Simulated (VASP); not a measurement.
Runs of VASP 6.6.1 on Bi2Se3. The structure is that of space group R-3m (No. 166), or close to it. The cells are those of the table. 

```tsv
cell	gap on the mesh (eV)	pressure (GPa)	largest force (eV/Å)
a = 10.471 Å, angles 23.7°, 5 atoms	0.50	-1.3	0.09
a = 10.939 Å, angles 21.0°, 5 atoms	0.97	5.0	0.51
a = 10.189 Å, angles 23.1°, 5 atoms	0.56	6.6	1.01
a = 10.429 Å, angles 22.0°, 5 atoms	(b)	8.9	1.20
a = 10.175 Å, angles 22.5°, 5 atoms	0.65	(a)	1.55
a = 11.219 Å, angles 21.5°, 5 atoms	0.88	-2.2	0.51
a = 10.684 Å, angles 21.5°, 5 atoms	0.88	6.8	0.85
a = 10.232 Å, angles 24.8°, 5 atoms	0.29	-2.4	0.17
```

Alike in all rows: task single point; level PBE; potentials or basis VASP PAW PBE potentials, release 64 (Bi_d, Se); no spin polarisation; k mesh 6 × 6 × 6; cutoff (eV) 520; smearing gaussian 0.05 eV.

**Question.** Fill in the values left out.

**Answer.** (a) 11.3; (b) 0.78.

Caveats: spin-orbit coupling is left out, which moves the levels of the heavy elements; the cell stands under pressure (at least some runs); forces of over 1 eV/Å act on the atoms, so gaps and moduli don't describe the material at rest (at least some runs).

A k mesh can miss the band edges, and the runs leave out spin-orbit coupling on Bi, Se.
